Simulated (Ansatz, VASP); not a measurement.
**Two plane-wave programs on Zn**

```
CELL_PARAMETERS angstrom
0.00000 1.91880 1.91880
1.91880 0.00000 1.91880
1.91880 1.91880 0.00000
ATOMIC_POSITIONS crystal
Zn 0.00000 0.00000 0.00000
```

Alike in both runs: functional PBEsol; k mesh 18 × 18 × 18; occupations gaussian, width 0.1 eV; no spin polarisation.

Ansatz relaxed the structure, and its values are those at the end. VASP's run is a single point on that final structure, the one shown.

```csv
,VASP,Ansatz
version,VASP 6.6.1,Ansatz 0.2.0
potentials or method,"VASP PAW PBE potentials, release 64 (Zn), cutoff 520 eV","scalar-relativistic, plane waves, PAW"
valence electrons in the cell,12,12
```

```csv
,VASP,Ansatz,Ansatz less VASP
gap on the k mesh at the Fermi level (eV),none,none,-
pressure (GPa),0.5,0.0,-0.46
```

VASP's potentials were made for PBE, not for PBEsol. A gap of «none» marks a metal or a gap that the smearing closes.
